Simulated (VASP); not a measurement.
Here is a VASP 6.6.1 calculation.

File INCAR:

```
  PREC = Accurate
  ENCUT = 520
  EDIFF = 1E-7
  ISMEAR = -1
  SIGMA = 0.02
  LREAL = False
  LASPH = True
  NELM = 80
  ALGO = Normal
  ISIF = 2
  LWAVE = False
  LCHARG = False
  GGA = CA
  NBANDS = 27
```

KPOINTS

```
regular mesh
0
Gamma
  6 6 6
```

The input POSCAR:

```
KTaO3
1.0
    3.9520041698      0.0000000000      0.0000000000
    0.0000000000      3.9520041698      0.0000000000
    0.0000000000      0.0000000000      3.9520041698
K Ta O
1 1 3
Direct
    0.5000000000      0.5000000000      0.5000000000
    0.0000000000      0.0000000000      0.0000000000
    0.5000000000      0.0000000000      0.0000000000
    0.0000000000      0.5000000000      0.0000000000
    0.0000000000      0.0000000000      0.5000000000
```

Potentials or basis: VASP PAW LDA potentials, release 64 (K_sv, Ta_pv, O).

Run with:

```bash
$ cat potpaw_LDA.64/K_sv/POTCAR potpaw_LDA.64/Ta_pv/POTCAR potpaw_LDA.64/O/POTCAR > POTCAR
$ mpirun -np 1 vasp_std > vasp.out
```

Problem. Estimate the band gap on the k mesh.

Solution. 2.07 eV, indirect (least direct gap 2.68 eV).

Problem. What does it give for the pressure?

Solution. 1.3 GPa.

Caveat: spin-orbit coupling is left out, which moves the levels of the heavy elements. A k mesh can miss the band edges.
